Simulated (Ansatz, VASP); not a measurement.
Two plane-wave programs on HfC

Contents of POSCAR:

```
HfC
1.0
    0.0000000000      2.2542414439      2.2542414439
    2.2542414439      0.0000000000      2.2542414439
    2.2542414439      2.2542414439      0.0000000000
Hf C
1 1
Direct
    0.0000000000      0.0000000000      0.0000000000
    0.5000000000      0.5000000000      0.5000000000
```

File INCAR.step1:

```
SYSTEM = HfC
  ALGO = Normal
  EDIFF = 1E-5
  EDIFFG = -0.005
  ENCUT = 660
  GGA = PE
  GGA_COMPAT = .False.
  IBRION = 2
  ISIF = 3
  ISMEAR = 0
  LASPH = .True.
  LCHARG = .False.
  LREAL = .False.
  LWAVE = .True.
  NELM = 120
  NELMIN = 4
  NSW = 100
  PREC = Accurate
  SIGMA = 0.1
```

Contents of INCAR.step2:

```
SYSTEM = HfC
  ALGO = Normal
  EDIFF = 1E-7
  EDIFFG = -0.05
  ENCUT = 660
  GGA_COMPAT = .False.
  IBRION = 2
  ISIF = 3
  ISMEAR = 0
  ISTART = 1
  LASPH = .True.
  LCHARG = .False.
  LMIXTAU = .True.
  LREAL = .False.
  LWAVE = .False.
  METAGGA = R2SCAN
  NELM = 120
  NELMIN = 4
  NSW = 80
  PREC = Accurate
  SIGMA = 0.1
```

KPOINTS

```
k-points
0
Gamma
  8 8 8
  0 0 0
```

Input for Ansatz:

```yaml
crystal:
  lattice:
    - [0.0, 2.2542414439, 2.2542414439]
    - [2.2542414439, 0.0, 2.2542414439]
    - [2.2542414439, 2.2542414439, 0.0]
  atoms:
    - { symbol: Hf, position: [0.0, 0.0, 0.0] }
    - { symbol: C, position: [0.5, 0.5, 0.5] }
basis:
  ecutwfc: 500
kpoints:
  mp_grid: { grid: [8, 8, 8] }
hamiltonian:
  xc: r2scan
scf:
  occupations: { method: gaussian, width: 0.1 }
output:
  forces: true
  stress: true
  eigenvalues: true
relax:
  adjacent_minimum: "off"
  f_tol: 0.05
  max_steps: 60
  cell: { stress_tol: 0.5 }
```

Alike in both runs: task relaxation of cell and atoms; functional r2SCAN; k mesh 8 × 8 × 8; occupations gaussian, width 0.1 eV; no spin polarisation.

|  | VASP | Ansatz |
| --- | --- | --- |
| version | VASP 6.6.1 | Ansatz 0.2.0 |
| potentials or method | VASP PAW PBE potentials, release 64 (Hf_pv, C), cutoff 660 eV | scalar-relativistic, plane waves, PAW |
| valence electrons in the cell | 14 | 30 |

|  | VASP | Ansatz | Ansatz less VASP |
| --- | --- | --- | --- |
| gap on the k mesh at the Fermi level, each at its own relaxed structure (eV) | none | none | - |
| relaxed volume (Å³/atom) | 12.44 | 12.49 | +0.051 |
| relaxed cell length with the largest relative difference (Å) | 3.277 | 3.281 | +0.0045 |

VASP's potentials were made for PBE, not for r2SCAN. A gap of «none» marks a metal or a gap that the smearing closes. VASP's potentials hold 14 valence electrons a cell and Ansatz's 30, so a difference there can come from the potentials and not from the codes.

Spin-orbit coupling is off throughout.
